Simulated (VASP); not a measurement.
Input of a VASP 6.6.1 run:

The input INCAR:

```
  PREC = Accurate
  ENCUT = 520
  EDIFF = 1E-7
  ISMEAR = -1
  SIGMA = 0.05
  LREAL = F
  LASPH = T
  NELM = 150
  ALGO = Normal
  ISIF = 2
  LWAVE = F
  LCHARG = F
  MAGMOM = 0 0 0 0 0 0
  LORBIT = 11
  LSORBIT = T
  GGA_COMPAT = F
  LORBMOM = T
  GGA = CA
  NBANDS = 38
```

The input KPOINTS:

```
Automatic mesh
0
Gamma
  7 7 4
```

The input POSCAR:

```
In
1.0
    3.3354847820      0.0000000000      0.0000000000
   -1.6677423910      2.8886145552      0.0000000000
    0.0000000000      0.0000000000      5.5091429200
In
2
Direct
    0.6666666667      0.3333333333      0.7500000000
    0.3333333333      0.6666666667      0.2500000000
```

Potentials or basis: VASP PAW LDA potentials, release 64 (In_d).

Run with:

```console
$ cat potpaw_LDA.64/In_d/POTCAR > POTCAR
$ mpirun -np 1 vasp_ncl > vasp.out
```

(1) Estimate the pressure.

(2) Predict the net moment.

## Answers

(1) -3.3 GPa.

(2) 0.00 μB per cell.

Caveat: the cell stands under tension.
